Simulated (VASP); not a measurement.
# TiO2 (C2/c) in VASP: further runs

Aim: see how the results for TiO2 move with the level of theory and the settings. Levels: revPBE, RPBE. Tasks: single point.

All numbers are computed with VASP 6.6.1; they aren't measurements. Logs are shortened: lines on timing, memory, paths and dates and some standing lists are left out, and cuts for length are marked.

**1. The cell of the first run**

The typed cell holds 12 atoms: a = 5.398 Å, b = 5.398 Å, c = 5.583 Å, α = 90.00°, β = 118.89°, γ = 90.00°.

**2. Single point, revPBE**

Contents of INCAR:

```
PREC = Accurate
ENCUT = 520
EDIFF = 1E-7
ISMEAR = -1
SIGMA = 0.05
LREAL = F
LASPH = T
NELM = 60
ALGO = Normal
ISIF = 2
LWAVE = F
LCHARG = F
GGA = RE
NBANDS = 60
```

Contents of KPOINTS:

```
regular mesh
0
Gamma
  6 6 6
```

Contents of POSCAR:

```
TiO2
1.0
    5.3252779088      0.0000000000     -0.8807734555
    0.0000000000      5.3976688528      0.0000000000
   -1.8637250665      0.0000000000      5.2631908282
Ti O
4 8
Direct
    0.2500019660      0.1249468222      0.2499994424
    0.7499980340      0.6249468222      0.2500005576
    0.7499980340      0.8750531778      0.7500005576
    0.2500019660      0.3750531778      0.7499994424
    0.0440736532      0.1250878935      0.8382234186
    0.9559263468      0.6250878935      0.6617765814
    0.9559263468      0.8749121065      0.1617765814
    0.0440736532      0.3749121065      0.3382234186
    0.5440620816      0.8748980173      0.3382274991
    0.4559379184      0.3748980173      0.1617725009
    0.4559379184      0.1251019827      0.6617725009
    0.5440620816      0.6251019827      0.8382274991
```

Potentials or basis: VASP PAW PBE potentials, release 64 (Ti_sv, O).

On the command line:

```sh
> cat potpaw_PBE.64/Ti_sv/POTCAR potpaw_PBE.64/O/POTCAR > POTCAR
> mpirun -np 1 vasp_std > vasp.out
```

OUTCAR:

```text
PREC = Accurate
   ENCUT = 520
   EDIFF = 1E-7
   ISMEAR = -1
   LREAL = F
   LASPH = T
   NELM = 60
   ISIF = 2
   GGA = RE

 ion  position               nearest neighbor table
   1  0.250  0.125  0.250-  10 1.96   8 1.96   9 1.96   7 1.96  11 2.01   5 2.01
   2  0.750  0.625  0.250-   9 1.96   7 1.96  10 1.96   8 1.96  12 2.01   6 2.01
   3  0.750  0.875  0.750-  12 1.96   6 1.96  11 1.96   5 1.96   9 2.01   7 2.01
   4  0.250  0.375  0.750-  11 1.96   5 1.96  12 1.96   6 1.96  10 2.01   8 2.01
   5  0.044  0.125  0.838-   4 1.96   3 1.96   1 2.01
   6  0.956  0.625  0.662-   3 1.96   4 1.96   2 2.01
   7  0.956  0.875  0.162-   2 1.96   1 1.96   3 2.01
   8  0.044  0.375  0.338-   1 1.96   2 1.96   4 2.01
   9  0.544  0.875  0.338-   2 1.96   1 1.96   3 2.01
  10  0.456  0.375  0.162-   1 1.96   2 1.96   4 2.01
  11  0.456  0.125  0.662-   4 1.96   3 1.96   1 2.01
  12  0.544  0.625  0.838-   3 1.96   4 1.96   2 2.01

  LATTYP: Found a simple monoclinic cell.
 ALAT       =     5.3976241705
 B/A-ratio  =     1.0000082781
 C/A-ratio  =     1.0344229396
 COS(beta)  =    -0.4831409368

  Lattice vectors:

 A1 = (   5.3252779088,   0.0000000000,  -0.8807734555)
 A2 = (   0.0000000000,   5.3976688528,   0.0000000000)
 A3 = (  -1.8637250665,   0.0000000000,   5.2631908282)

Analysis of symmetry for initial positions (statically):
=====================================================================
 Subroutine PRICEL returns:
 Original cell was already a primitive cell.

 Routine SETGRP: Setting up the symmetry group for a
 simple monoclinic supercell.

 Subroutine GETGRP returns: Found  4 space group operations
 (whereof  2 operations were pure point group operations)
 out of a pool of  4 trial point group operations.

The static configuration has the point symmetry S_2 .
 The point group associated with its full space group is C_2h.

Analysis of symmetry for dynamics (positions and initial velocities):
=====================================================================
 Subroutine PRICEL returns:
 Original cell was already a primitive cell.

 Routine SETGRP: Setting up the symmetry group for a
 simple monoclinic supercell.

 Subroutine GETGRP returns: Found  4 space group operations
 (whereof  2 operations were pure point group operations)
 out of a pool of  4 trial point group operations.

The dynamic configuration has the point symmetry S_2 .
 The point group associated with its full space group is C_2h.

 Subroutine INISYM returns: Found  4 space group operations
 (whereof  2 operations are pure point group operations),
 and found     1 'primitive' translations

----------------------------------------------------------------------------------------

                                     Primitive cell

  volume of cell :     142.4252

  direct lattice vectors                    reciprocal lattice vectors
     5.325277909  0.000000000 -0.880773455     0.199465785  0.000000000  0.070631941
     0.000000000  5.397668853  0.000000000     0.000000000  0.185265163  0.000000000
    -1.863725067  0.000000000  5.263190828     0.033379783  0.000000000  0.201818777

  length of vectors
     5.397624170  5.397668853  5.583426261     0.211602151  0.185265163  0.204560575

  position of ions in fractional coordinates (direct lattice)
     0.250001966  0.124946822  0.249999442
     0.749998034  0.624946822  0.250000558
     0.749998034  0.875053178  0.750000558
     0.250001966  0.375053178  0.749999442
     0.044073653  0.125087894  0.838223419
     0.955926347  0.625087894  0.661776581
     0.955926347  0.874912106  0.161776581
     0.044073653  0.374912106  0.338223419
     0.544062082  0.874898017  0.338227499
     0.455937918  0.374898017  0.161772501
     0.455937918  0.125101983  0.661772501
     0.544062082  0.625101983  0.838227499

  ion indices of the primitive-cell ions
   primitive index   ion index
                 1           1
                 2           2
                 3           3
                 4           4
                 5           5
                 6           6
                 7           7
                 8           8
                 9           9
                10          10
                11          11
                12          12

----------------------------------------------------------------------------------------

 KPOINTS: regular mesh

Automatic generation of k-mesh.
 Grid dimensions read from file:
 generate k-points for:    6    6    6

 Generating k-lattice:

  Cartesian coordinates                     Fractional coordinates (reciprocal lattice)
     0.033244298  0.000000000  0.011771990     0.166666667  0.000000000  0.000000000
     0.000000000  0.030877527  0.000000000     0.000000000  0.166666667  0.000000000
     0.005563297  0.000000000  0.033636463     0.000000000  0.000000000  0.166666667

  Length of vectors
     0.035267025  0.030877527  0.034093429

  Shift w.r.t. Gamma in fractional coordinates (k-lattice)
     0.000000000  0.000000000  0.000000000

 Subroutine IBZKPT returns following result:
 ===========================================

 Found     80 irreducible k-points:

 Following reciprocal coordinates:
            Coordinates               Weight
  0.000000  0.000000  0.000000      1.000000
  0.166667  0.000000  0.000000      2.000000
  0.333333  0.000000  0.000000      2.000000
  0.500000  0.000000 -0.000000      1.000000
  0.000000  0.166667  0.000000      2.000000
  0.166667  0.166667  0.000000      4.000000
[... 16 lines left out ...]
 -0.000000  0.166667  0.166667      4.000000
  0.166667  0.166667  0.166667      4.000000
 [... further k-points ...]
   k-points           NKPTS =     80   k-points in BZ     NKDIM =     80   number of bands    NBANDS=     60
   number of dos      NEDOS =    301   number of ions     NIONS =     12
   total plane-waves  NPLWV =  67200
   dimension x,y,z NGX =    40 NGY =   40 NGZ =   42
   dimension x,y,z NGXF=    80 NGYF=   80 NGZF=   84
   ions per type =               4   8
   NGX,Y,Z   is equivalent  to a cutoff of  12.32, 12.32, 12.51 a.u.
   NGXF,Y,Z  is equivalent  to a cutoff of  24.64, 24.64, 25.01 a.u.
 SYSTEM =  unknown system
   PREC   = accura    normal or accurate (medium, high low for compatibility)
   ISTART =      0    job   : 0-new  1-cont  2-samecut
   ICHARG =      2    charge: 1-file 2-atom 10-const
   ISPIN  =      1    spin polarized calculation?
   LNONCOLLINEAR =      F non collinear calculations
   LSORBIT =      F    spin-orbit coupling
   LASPH  =      T    aspherical Exc in radial PAW
   ENCUT  =  520.0 eV  38.22 Ry    6.18 a.u.  10.04 10.04 10.38*2*pi/ulx,y,z
   NELM   =     60;   NELMIN=  2; NELMDL= -5     # of ELM steps
   EDIFF  = 0.1E-06   stopping-criterion for ELM
   LREAL  =      F    real-space projection
   EDIFFG = 0.1E-05   stopping-criterion for IOM
   NSW    =      0    number of steps for IOM
   IBRION =     -1    ionic relax: 0-MD 1-quasi-New 2-CG
   NFREE  =      0    steps in history (QN), initial steepest desc. (CG)
   ISIF   =      2    stress and relaxation
   ISYM   =      2    0-nonsym 1-usesym 2-fastsym
   POTIM  = 0.5000    time-step for ionic-motion
   TEBEG  =    0.0;   TEEND  =   0.0 temperature during run
   PSTRESS=    0.0 pullay stress
   NELECT =      96.0000    total number of electrons
   NUPDOWN=      -1.0000    fix difference up-down
   EMIN   =  10.00;   EMAX   =-10.00  energy-range for DOS
   EFERMI =   0.00;   METHOD = LEGACY
   ISMEAR =    -1;   SIGMA  =   0.05  broadening in eV -4-tet -1-fermi 0-gaus
   EFERMI_NEDOS =   21; number of points for ismear=-14 and -15
   IALGO  =     38    algorithm
   IMIX   =      4    mixing-type and parameters
     AMIX     =   0.40;   BMIX     =  1.00
     AMIX_MAG =   1.60;   BMIX_MAG =  1.00
  volume/ion in A,a.u.               =      11.87        80.09
  Fermi-wavevector in a.u.,A,eV,Ry     =   1.435389  2.712492 28.032647  2.060341
  Thomas-Fermi vector in A             =   2.554693
   LORBIT       =      0    0 simple, 1 ext, 2 COOP (PROOUT), +10 PAW based schemes
   GGA     = RE    functional components
   LHFCALC =     F    Hartree Fock is set to
   AEXX    =    0.0000 exact exchange contribution
   IVDW    =     0    specifies the selected vdW correction
   LEPSILON=     F    determine dielectric tensor
   LRPA    =     F    only Hartree local field effects (RPA)
 non-spin polarized calculation
  energy-cutoff  :      520.00
  volume of cell :      142.43
 maximum number of plane-waves:      3859
   NGX = 21   NGY = 21   NGZ = 21

 number of electron      95.9999938 magnetization

 Free energy of the ion-electron system (eV)
  ---------------------------------------------------
  ext. energy  EPLUGINS =         0.00000000
  ---------------------------------------------------
  free energy    TOTEN  =      -103.58653365 eV

  energy without entropy =     -103.58653365  energy(sigma->0) =     -103.58653365

 E-fermi :   4.2282     XC(G=0): -10.2629

 val. band max:        3.1069212489   @ k =   0.0000   0.1667   0.0000
 cond. band min:       5.2236453115   @ k =   0.0000   0.0000   0.0000
 fundamental gap:      2.1167240626
 Fermi energy:         4.2281943203

 k-point     1 :       0.0000    0.0000    0.0000
  band No.  band energies     occupation
      1     -53.5177      2.00000
      2     -53.4908      2.00000
      3     -53.4908      2.00000
      4     -53.4716      2.00000
      5     -29.8685      2.00000
      6     -29.8308      2.00000
[... 52 lines left out ...]
     59       7.7887      0.00000
     60       7.7889      0.00000

 k-point     2 :       0.1667    0.0000    0.0000
  band No.  band energies     occupation
      1     -53.5159      2.00000
      2     -53.4926      2.00000
      3     -53.4895      2.00000
      4     -53.4729      2.00000
      5     -29.8625      2.00000
      6     -29.8290      2.00000
[... 52 lines left out ...]
     59       7.6734      0.00000
     60       7.6750      0.00000

 k-point     3 :       0.3333    0.0000    0.0000
  band No.  band energies     occupation
      1     -53.5110      2.00000
      2     -53.4975      2.00000
      3     -53.4860      2.00000
      4     -53.4764      2.00000
      5     -29.8478      2.00000
      6     -29.8273      2.00000
[... 1312 lines left out ...]
     59       7.6428      0.00000
     60       7.7141      0.00000

 k-point    24 :       0.1667    0.1667    0.1667
  band No.  band energies     occupation
      1     -53.5094      2.00000
      2     -53.4970      2.00000
      3     -53.4855      2.00000
      4     -53.4789      2.00000
      5     -29.8398      2.00000
      6     -29.8251      2.00000
[... 52 lines left out ...]
     59       7.5633      0.00000
     60       7.6108      0.00000

 [... further k-points ...]

------------------------ aborting loop because EDIFF is reached ----------------------------------------

  FORCE on cell =-STRESS in cart. coord.  units (eV):
  Direction    XX          YY          ZZ          XY          YZ          ZX
  --------------------------------------------------------------------------------------
  -------------------------------------------------------------------------------------
  Total        0.5082005      0.5072274      0.5837255      0.0000000      0.0000000      0.0089105
  in kB        5.7168756      5.7059283      6.5664746      0.0000000      0.0000000      0.1002370
  external PRESSURE =       5.9964262 kB  Pullay stress =       0.0000000 kB

 VOLUME and BASIS-vectors are now :
 -----------------------------------------------------------------------------
  energy-cutoff  :      520.00
  volume of cell :      142.43
      direct lattice vectors                 reciprocal lattice vectors
     5.325277909  0.000000000 -0.880773455     0.199465785  0.000000000  0.070631941
     0.000000000  5.397668853  0.000000000     0.000000000  0.185265163  0.000000000
    -1.863725067  0.000000000  5.263190828     0.033379783  0.000000000  0.201818777

 POSITION                                       TOTAL-FORCE (eV/Angst)
 -----------------------------------------------------------------------------------
      0.86540      0.67442      1.09560        -0.000210      0.000031     -0.000087
      3.52802      3.37326      0.65522         0.000210      0.000031      0.000087
      2.59615      4.72325      3.28682         0.000210     -0.000031      0.000087
     -0.06646      2.02441      3.72720        -0.000210     -0.000031     -0.000087
     -1.32751      0.67518      4.37291        -0.003175     -0.000807     -0.017224
      3.85720      3.37402      2.64110         0.003175     -0.000807      0.017224
      4.78907      4.72249      0.00951         0.003175      0.000807      0.017224
     -0.39565      2.02365      1.74132        -0.003175      0.000807     -0.017224
      2.26692      4.72241      1.30096        -0.003140      0.000868     -0.017299
      2.12650      2.02358      0.44986         0.003140      0.000868      0.017299
      1.19463      0.67526      3.08146         0.003140     -0.000868      0.017299
      1.33506      3.37409      3.93256        -0.003140     -0.000868     -0.017299
 -----------------------------------------------------------------------------------
    total drift:                                0.000000     -0.000000     -0.000000

  FREE ENERGIE OF THE ION-ELECTRON SYSTEM (eV)
  ---------------------------------------------------
  free  energy   TOTEN  =      -103.5865336487 eV

  energy  without entropy=     -103.5865336486  energy(sigma->0) =     -103.58653365
```

It took 11 min on 1 thread of Oxide Virtual Turin-like, shared host; peak memory 0.52 GiB.

What came out:

```
Free energy            : -103.5865 eV
Pressure               : 0.6 GPa
Largest force          : 0.018 eV/Å
Band gap on the k mesh : 2.12 eV
```

Forces in eV/Å, atoms in the order of the input:
```
Ti   0.000  0.000  0.000
Ti   0.000  0.000  0.000
Ti   0.000  0.000  0.000
Ti   0.000  0.000  0.000
O   -0.003 -0.001 -0.017
O    0.003 -0.001  0.017
O    0.003  0.001  0.017
O   -0.003  0.001 -0.017
O   -0.003  0.001 -0.017
O    0.003  0.001  0.017
O    0.003 -0.001  0.017
O   -0.003 -0.001 -0.017
```

Caveat: the PAW data sets were made with another functional, which shifts forces and pressure a little.

(Part 1 of 2 ends here.)
